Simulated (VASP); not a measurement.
Write the native input for VASP 6.6.1 that does the following.

```yaml
Task: single point
Functional: PBE
Potentials_or_basis: VASP PAW PBE potentials, release 64 (Ge_d, Sb, Te)
Cutoff: 410 eV
k_mesh: 1 × 1 × 1, shifted
Occupations: fermi-dirac, width 0.0758 eV
Spin: no spin polarisation
Dipole_correction: no
Further_INCAR_settings: LREAL = Auto; ALGO = Normal; EDIFF = 1e-06; NBANDS = 73; ISYM = -1
```

The structure of GeSb4Te4 lies in POSCAR:

```
GeSb4Te4
1.0
    8.0204470000      0.0365690000     -0.2582360000
    0.0365690000      8.8728170000     -0.1270320000
   -0.2582360000     -0.1270320000      8.3859190000
Ge Sb Te
2 8 8
Direct
    0.7171912048      0.5653140585      0.6986361976
    0.6750463773      0.0397898057      0.3005497495
    0.1129130419      0.3951573588      0.5825701204
    0.7774374820      0.6688338948      0.1802448429
    0.2456049726      1.0180364624      0.8589942562
    0.6648825484      0.0470433842      0.8728936715
    0.1081465660      0.6542652061      0.3797016110
    0.3574752348      0.2166088607      0.3961544622
    0.4814414261      0.7476767106      0.9557313129
    0.1164098573      1.0003223428      0.4874683578
    0.3852413516      0.4526218229      0.1272238190
    0.9934750812      0.0969023593      0.1474769470
    0.7315975461      0.4197732262      0.4035031171
    0.1389440740      0.7885651772      0.0701126941
    0.9576624774      0.4485797565      0.8937106251
    0.7872829198      0.9311142381      0.5829506696
    0.3994497138      0.7220756894      0.6246373254
    0.4469499329      0.2877389316      0.7451539438
```

These files were run (other wordings do the same):

INCAR

```
SYSTEM = GeSb4Te4
PREC     = Accurate       ! precision mode
ENCUT    = 410            ! plane-wave cutoff, eV
EDIFF    = 1E-6           ! SCF threshold, eV
ISMEAR   = -1             ! smearing method
SIGMA    = 0.0758         ! smearing width, eV
LREAL    = Auto         
LASPH    = .TRUE.         ! aspherical terms in the spheres
NELM     = 120            ! most SCF steps
ALGO     = Normal         ! electronic algorithm
ISIF     = 2              ! what is computed and relaxed
LWAVE    = .FALSE.        ! write WAVECAR
LCHARG   = .TRUE.         ! write CHGCAR
GGA      = PE             ! functional
LELF     = .TRUE.         ! ELF
LVHAR    = .TRUE.       
ISYM     = -1           
NBANDS   = 73             ! bands
GGA_COMPAT= .FALSE.
```

KPOINTS

```
explicit points
1
Reciprocal
  0.25000000   0.25000000   0.25000000 1
```

Potentials or basis: VASP PAW PBE potentials, release 64 (Ge_d, Sb, Te).

Launch:

```bash
$ cat potpaw_PBE.64/Ge_d/POTCAR potpaw_PBE.64/Sb/POTCAR potpaw_PBE.64/Te/POTCAR > POTCAR
$ mpirun -np 1 vasp_std > vasp.out
```

It gave:

- Pressure: 1.4 GPa
- Largest force: 1.194 eV/Å

Caveat: the atoms stand as in a frame of molecular dynamics.

It took 45 s on 1 thread of Intel(R) Xeon(R) 6975P-C (Granite Rapids), with other jobs on the host, peak memory 0.41 GiB.
